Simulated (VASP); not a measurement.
# MgO (P3m1) in VASP: single point with PBEsol

Aim: the single point of MgO with PBEsol.

All numbers are computed with VASP 6.6.1; they aren't measurements. Logs are shortened: lines on timing, memory, paths and dates and some standing lists are left out, and cuts for length are marked.

### 1 The cell of the first run

The structure is trigonal, space group P3m1 (No. 156). Conventional cell: a = 2.981 Å, b = 2.981 Å, c = 14.352 Å, α = 90.00°, β = 90.00°, γ = 120.00°. Mg (site symmetry 3m) has 6 O at 2.11 Å within 2.8 Å. Mg (site symmetry 3m) has 6 O at 2.11 Å within 2.8 Å. Within 2.8 Å of Mg (site symmetry 3m) lie 6 O at 2.11 Å. Mg (site symmetry 3m) has 6 O at 2.11 Å and 3 Mg at 2.78 Å within 2.8 Å. Mg (site symmetry 3m) has 6 O at 2.11 Å within 2.8 Å. Within 2.6 Å of Mg (site symmetry 3m) lie 6 O at 1.97 to 2.11 Å. O (site symmetry 3m) has 6 Mg at 2.11 Å within 2.8 Å. Within 2.8 Å of O (site symmetry 3m) lie 6 Mg at 2.11 Å and 3 O at 2.78 Å.

### 2 Single point, PBEsol

Contents of INCAR:

```
PREC     = Accurate       # precision mode
ENCUT    = 520            # plane-wave cutoff, eV
EDIFF    = 1E-7           # SCF threshold, eV
ISMEAR   = 0              # smearing method
SIGMA    = 0.05           # smearing width, eV
LREAL    = F              # projectors in reciprocal space
LASPH    = T              # aspherical terms in the spheres
NELM     = 80             # most SCF steps
ALGO     = Normal         # electronic algorithm
ISIF     = 2              # what is computed and relaxed
LWAVE    = F              # write WAVECAR
LCHARG   = F              # write CHGCAR
GGA      = PS             # functional
NBANDS   = 36             # bands
```

Contents of KPOINTS:

```
Automatic mesh
0
Gamma
  9 9 2
```

Contents of POSCAR:

```
MgO
1.0
    2.1075959645     -2.1075959645      0.0000000000
    2.1075959645      0.0000000000     -2.1075959645
    8.2860462907      8.2860462907      8.2860462907
Mg O
6 6
Direct
    1.0000000000      0.0000000000      0.3815322575
    0.3333333333      0.3333333333      0.2119623653
    0.6666666667      0.6666666667      0.5511021497
    1.0000000000      1.0000000000      0.8902419341
    0.3333333333      0.3333333333      0.7206720419
    0.6666666667      0.6666666667      0.0423924731
    0.6666666667      0.6666666667      0.2967473114
    0.0000000000      0.0000000000      0.1271774192
    0.3333333333      0.3333333333      0.4663172036
    0.6666666667      0.6666666667      0.8054569880
    1.0000000000      1.0000000000      0.6358870958
    0.3333333333      0.3333333333      0.9750268802
```

Potentials or basis: VASP PAW PBE potentials, release 64 (Mg, O).

Run with:

```
cat potpaw_PBE.64/Mg/POTCAR potpaw_PBE.64/O/POTCAR > POTCAR
mpirun -np 1 vasp_std > vasp.out
```

OUTCAR:

```text
PREC = Accurate
   ENCUT = 520
   EDIFF = 1E-7
   ISMEAR = 0
   LREAL = F
   LASPH = T
   NELM = 80
   ISIF = 2
   GGA = PS

 ion  position               nearest neighbor table
   1  0.000  0.000  0.382-   7 2.11   9 2.11   7 2.11   7 2.11   9 2.11   9 2.11   2 2.98   3 2.98
                             2 2.98   2 2.98   3 2.98   3 2.98
   2  0.333  0.333  0.212-   7 2.11   7 2.11   8 2.11   8 2.11   8 2.11   7 2.11   1 2.98   6 2.98
                             6 2.98   1 2.98   1 2.98   6 2.98
   3  0.667  0.667  0.551-   9 2.11   9 2.11  11 2.11  11 2.11  11 2.11   9 2.11   5 2.98   1 2.98
                             5 2.98   1 2.98   1 2.98   5 2.98
   4  0.000  0.000  0.890-  10 2.11  12 2.11  10 2.11  10 2.11  12 2.11  12 2.11   6 2.78   6 2.78
                             6 2.78   5 2.98   5 2.98   5 2.98
   5  0.333  0.333  0.721-  11 2.11  10 2.11  10 2.11  11 2.11  11 2.11  10 2.11   4 2.98   3 2.98
                             3 2.98   4 2.98   4 2.98   3 2.98
   6  0.667  0.667  0.042-  12 1.97  12 1.97  12 1.97   8 2.11   8 2.11   8 2.11   4 2.78   4 2.78
                             4 2.78   2 2.98   2 2.98   2 2.98
   7  0.667  0.667  0.297-   2 2.11   2 2.11   1 2.11   1 2.11   1 2.11   2 2.11
   8  0.000  0.000  0.127-   2 2.11   6 2.11   6 2.11   6 2.11   2 2.11   2 2.11
   9  0.333  0.333  0.466-   1 2.11   3 2.11   3 2.11   1 2.11   1 2.11   3 2.11
  10  0.667  0.667  0.805-   4 2.11   5 2.11   5 2.11   4 2.11   4 2.11   5 2.11
  11  0.000  0.000  0.636-   3 2.11   5 2.11   3 2.11   3 2.11   5 2.11   5 2.11
  12  0.333  0.333  0.975-   6 1.97   6 1.97   6 1.97   4 2.11   4 2.11   4 2.11

  LATTYP: Found a hexagonal cell.
 ALAT       =     2.9805907970
 C/A-ratio  =     4.8151034969

  Lattice vectors:

 A1 = (  -2.1075959645,   0.0000000000,   2.1075959645)
 A2 = (   2.1075959645,  -2.1075959645,   0.0000000000)
 A3 = (   8.2860462907,   8.2860462907,   8.2860462907)

Analysis of symmetry for initial positions (statically):
=====================================================================
 Subroutine PRICEL returns:
 Original cell was already a primitive cell.

 Routine SETGRP: Setting up the symmetry group for a
 hexagonal supercell.

 Subroutine GETGRP returns: Found  6 space group operations
 (whereof  6 operations were pure point group operations)
 out of a pool of 24 trial point group operations.

The static configuration has the point symmetry C_3v.

Analysis of symmetry for dynamics (positions and initial velocities):
=====================================================================
 Subroutine PRICEL returns:
 Original cell was already a primitive cell.

 Routine SETGRP: Setting up the symmetry group for a
 hexagonal supercell.

 Subroutine GETGRP returns: Found  6 space group operations
 (whereof  6 operations were pure point group operations)
 out of a pool of 24 trial point group operations.

The dynamic configuration has the point symmetry C_3v.

 Subroutine INISYM returns: Found  6 space group operations
 (whereof  6 operations are pure point group operations),
 and found     1 'primitive' translations

----------------------------------------------------------------------------------------

                                     Primitive cell

  volume of cell :     110.4189

  direct lattice vectors                    reciprocal lattice vectors
     2.107595965 -2.107595965  0.000000000     0.158158081 -0.316316162  0.158158081
     2.107595965  0.000000000 -2.107595965     0.158158081  0.158158081 -0.316316162
     8.286046291  8.286046291  8.286046291     0.040228273  0.040228273  0.040228273

  length of vectors
     2.980590797  2.980590797 14.351853169     0.387406597  0.387406597  0.069677413

  position of ions in fractional coordinates (direct lattice)
     0.000000000  0.000000000  0.381532257
     0.333333333  0.333333333  0.211962365
     0.666666667  0.666666667  0.551102150
     0.000000000  0.000000000  0.890241934
     0.333333333  0.333333333  0.720672042
     0.666666667  0.666666667  0.042392473
     0.666666667  0.666666667  0.296747311
     0.000000000  0.000000000  0.127177419
     0.333333333  0.333333333  0.466317204
     0.666666667  0.666666667  0.805456988
     0.000000000  0.000000000  0.635887096
     0.333333333  0.333333333  0.975026880

  ion indices of the primitive-cell ions
   primitive index   ion index
                 1           1
                 2           2
                 3           3
                 4           4
                 5           5
                 6           6
                 7           7
                 8           8
                 9           9
                10          10
                11          11
                12          12

----------------------------------------------------------------------------------------

 KPOINTS: Automatic mesh

Automatic generation of k-mesh.
 Grid dimensions read from file:
 generate k-points for:    9    9    2

 Generating k-lattice:

  Cartesian coordinates                     Fractional coordinates (reciprocal lattice)
     0.017573120 -0.035146240  0.017573120     0.111111111  0.000000000  0.000000000
     0.017573120  0.017573120 -0.035146240     0.000000000  0.111111111  0.000000000
     0.020114137  0.020114137  0.020114137     0.000000000  0.000000000  0.500000000

  Length of vectors
     0.043045177  0.043045177  0.034838706

  Shift w.r.t. Gamma in fractional coordinates (k-lattice)
     0.000000000  0.000000000  0.000000000

 Subroutine IBZKPT returns following result:
 ===========================================

 Found     24 irreducible k-points:

 Following reciprocal coordinates:
            Coordinates               Weight
  0.000000  0.000000  0.000000      1.000000
  0.111111  0.000000  0.000000      6.000000
  0.222222  0.000000  0.000000      6.000000
  0.333333  0.000000  0.000000      6.000000
  0.444444  0.000000  0.000000      6.000000
  0.222222  0.111111  0.000000      6.000000
[... 16 lines left out ...]
 -0.444444  0.222222  0.500000     12.000000
 -0.333333  0.333333  0.500000      2.000000
   k-points           NKPTS =     24   k-points in BZ     NKDIM =     24   number of bands    NBANDS=     36
   number of dos      NEDOS =    301   number of ions     NIONS =     12
   total plane-waves  NPLWV =  62208
   dimension x,y,z NGX =    24 NGY =   24 NGZ =  108
   dimension x,y,z NGXF=    48 NGYF=   48 NGZF=  216
   ions per type =               6   6
   NGX,Y,Z   is equivalent  to a cutoff of  13.39, 13.39, 12.51 a.u.
   NGXF,Y,Z  is equivalent  to a cutoff of  26.77, 26.77, 25.02 a.u.
 SYSTEM =  unknown system
   PREC   = accura    normal or accurate (medium, high low for compatibility)
   ISTART =      0    job   : 0-new  1-cont  2-samecut
   ICHARG =      2    charge: 1-file 2-atom 10-const
   ISPIN  =      1    spin polarized calculation?
   LNONCOLLINEAR =      F non collinear calculations
   LSORBIT =      F    spin-orbit coupling
   LASPH  =      T    aspherical Exc in radial PAW
   ENCUT  =  520.0 eV  38.22 Ry    6.18 a.u.   5.54  5.54 26.68*2*pi/ulx,y,z
   NELM   =     80;   NELMIN=  2; NELMDL= -5     # of ELM steps
   EDIFF  = 0.1E-06   stopping-criterion for ELM
   LREAL  =      F    real-space projection
   EDIFFG = 0.1E-05   stopping-criterion for IOM
   NSW    =      0    number of steps for IOM
   IBRION =     -1    ionic relax: 0-MD 1-quasi-New 2-CG
   NFREE  =      0    steps in history (QN), initial steepest desc. (CG)
   ISIF   =      2    stress and relaxation
   ISYM   =      2    0-nonsym 1-usesym 2-fastsym
   POTIM  = 0.5000    time-step for ionic-motion
   TEBEG  =    0.0;   TEEND  =   0.0 temperature during run
   PSTRESS=    0.0 pullay stress
   NELECT =      48.0000    total number of electrons
   NUPDOWN=      -1.0000    fix difference up-down
   EMIN   =  10.00;   EMAX   =-10.00  energy-range for DOS
   EFERMI =   0.00;   METHOD = LEGACY
   ISMEAR =     0;   SIGMA  =   0.05  broadening in eV -4-tet -1-fermi 0-gaus
   EFERMI_NEDOS =   21; number of points for ismear=-14 and -15
   IALGO  =     38    algorithm
   IMIX   =      4    mixing-type and parameters
     AMIX     =   0.40;   BMIX     =  1.00
     AMIX_MAG =   1.60;   BMIX_MAG =  1.00
  volume/ion in A,a.u.               =       9.20        62.10
  Fermi-wavevector in a.u.,A,eV,Ry     =   1.240150  2.343543 20.925372  1.537971
  Thomas-Fermi vector in A             =   2.374603
   LORBIT       =      0    0 simple, 1 ext, 2 COOP (PROOUT), +10 PAW based schemes
   GGA     = PS    functional components
   LHFCALC =     F    Hartree Fock is set to
   AEXX    =    0.0000 exact exchange contribution
   IVDW    =     0    specifies the selected vdW correction
   LEPSILON=     F    determine dielectric tensor
   LRPA    =     F    only Hartree local field effects (RPA)
 non-spin polarized calculation
 Gauss-broadening in eV      SIGMA  =   0.05
  energy-cutoff  :      520.00
  volume of cell :      110.42
 maximum number of plane-waves:      3023
 NGX is ok and might be reduce to    24
   NGX = 11   NGY = 11   NGZ = 53

 number of electron      48.0000012 magnetization

 Free energy of the ion-electron system (eV)
  ---------------------------------------------------
  ext. energy  EPLUGINS =         0.00000000
  ---------------------------------------------------
  free energy    TOTEN  =       -74.70611900 eV

  energy without entropy =      -74.70611900  energy(sigma->0) =      -74.70611900

 E-fermi :   3.8896     XC(G=0): -11.3825

 val. band max:        3.6749757878   @ k =   0.0000   0.0000   0.0000
 cond. band min:       7.8054418184   @ k =   0.0000   0.0000   0.0000
 fundamental gap:      4.1304660306
 Fermi energy:         3.8895971901

 k-point     1 :       0.0000    0.0000    0.0000
  band No.  band energies     occupation
      1     -14.5749      2.00000
      2     -14.0027      2.00000
      3     -13.6279      2.00000
      4     -13.2104      2.00000
      5     -12.8620      2.00000
      6     -12.3227      2.00000
[... 925 lines left out ...]
     35      15.3889      0.00000
     36      15.4693      0.00000

------------------------ aborting loop because EDIFF is reached ----------------------------------------

  FORCE on cell =-STRESS in cart. coord.  units (eV):
  Direction    XX          YY          ZZ          XY          YZ          ZX
  --------------------------------------------------------------------------------------
  -------------------------------------------------------------------------------------
  Total        2.0178306      2.0178306      2.0178306      0.8704163      0.8704163      0.8704163
  in kB       29.2787116     29.2787116     29.2787116     12.6297365     12.6297365     12.6297365
  external PRESSURE =      29.2787116 kB  Pullay stress =       0.0000000 kB

 VOLUME and BASIS-vectors are now :
 -----------------------------------------------------------------------------
  energy-cutoff  :      520.00
  volume of cell :      110.42
      direct lattice vectors                 reciprocal lattice vectors
     2.107595965 -2.107595965  0.000000000     0.158158081 -0.316316162  0.158158081
     2.107595965  0.000000000 -2.107595965     0.158158081  0.158158081 -0.316316162
     8.286046291  8.286046291  8.286046291     0.040228273  0.040228273  0.040228273

 POSITION                                       TOTAL-FORCE (eV/Angst)
 -----------------------------------------------------------------------------------
      3.16139      3.16139      3.16139        -0.141644     -0.141644     -0.141644
      3.16139      1.05380      1.05380        -0.134812     -0.134812     -0.134812
      7.37659      3.16139      3.16139        -0.141785     -0.141785     -0.141785
      7.37659      7.37659      7.37659        -0.509508     -0.509508     -0.509508
      7.37659      5.26899      5.26899        -0.139197     -0.139197     -0.139197
      3.16139     -1.05380     -1.05380         1.646677      1.646677      1.646677
      5.26899      1.05380      1.05380         0.141599      0.141599      0.141599
      1.05380      1.05380      1.05380         0.226547      0.226547      0.226547
      5.26899      3.16139      3.16139         0.141424      0.141424      0.141424
      9.48418      5.26899      5.26899         0.130795      0.130795      0.130795
      5.26899      5.26899      5.26899         0.141686      0.141686      0.141686
      9.48418      7.37659      7.37659        -1.361782     -1.361782     -1.361782
 -----------------------------------------------------------------------------------
    total drift:                               -0.000055     -0.000055     -0.000055

  FREE ENERGIE OF THE ION-ELECTRON SYSTEM (eV)
  ---------------------------------------------------
  free  energy   TOTEN  =       -74.7061190002 eV

  energy  without entropy=      -74.7061190002  energy(sigma->0) =      -74.70611900
```

It took 80 s on 1 thread of Intel Xeon 6975P-C (Granite Rapids), shared host; peak memory 0.27 GiB.

What came out:

| Item | Value |
| --- | --- |
| Free energy | -74.7061 eV |
| Pressure | 2.9 GPa |
| Largest force | 2.852 eV/Å |
| Band gap on the k mesh | 4.13 eV |

Forces in eV/Å, atoms in the order of the input:
```
Mg  -0.142 -0.142 -0.142
Mg  -0.135 -0.135 -0.135
Mg  -0.142 -0.142 -0.142
Mg  -0.510 -0.510 -0.510
Mg  -0.139 -0.139 -0.139
Mg   1.647  1.647  1.647
O    0.142  0.142  0.142
O    0.227  0.227  0.227
O    0.141  0.141  0.141
O    0.131  0.131  0.131
O    0.142  0.142  0.142
O   -1.362 -1.362 -1.362
```

Caveat: the PAW data sets were made with another functional, which shifts forces and pressure a little. A k mesh can miss the band edges.
